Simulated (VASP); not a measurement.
Here is a VASP 6.6.1 calculation.

INCAR

```
SYSTEM = Ru
  PREC = Accurate
  ENCUT = 520
  EDIFF = 1E-6
  ISMEAR = -1
  SIGMA = 0.05
  LREAL = .FALSE.
  LASPH = .TRUE.
  NELM = 100
  ALGO = Normal
  ISIF = 2
  LWAVE = .FALSE.
  LCHARG = .TRUE.
  GGA = PE
  LELF = .TRUE.
  LVHAR = .TRUE.
  NBANDS = 21
```

KPOINTS

```
regular mesh
0
G
  12 12 7
  0 0 0
```

File POSCAR:

```
Ru
1.0
    2.6876397213      0.0000000000      0.0000000000
   -1.3438198606      2.3275647342      0.0000000000
    0.0000000000      0.0000000000      4.2531615502
Ru
2
Direct
    0.3333333333      0.6666666667      0.2500000000
    0.6666666667      0.3333333333      0.7500000000
```

Potentials or basis: VASP PAW PBE potentials, release 64 (Ru_pv).

Launch:

```bash
$ cat potpaw_PBE.64/Ru_pv/POTCAR > POTCAR
$ mpirun -np 1 vasp_std > vasp.out
```

Q: Predict the pressure.

A: 11.4 GPa.

Q: Predict the band gap on the k mesh.

A: Zero (band 14 reaches 14.68 eV, above the bottom of band 15 at 11.62 eV).

Stress tensor (GPa, compression positive):
```
11.22  0.00  0.00
 0.00 11.22  0.00
 0.00  0.00 11.90
```
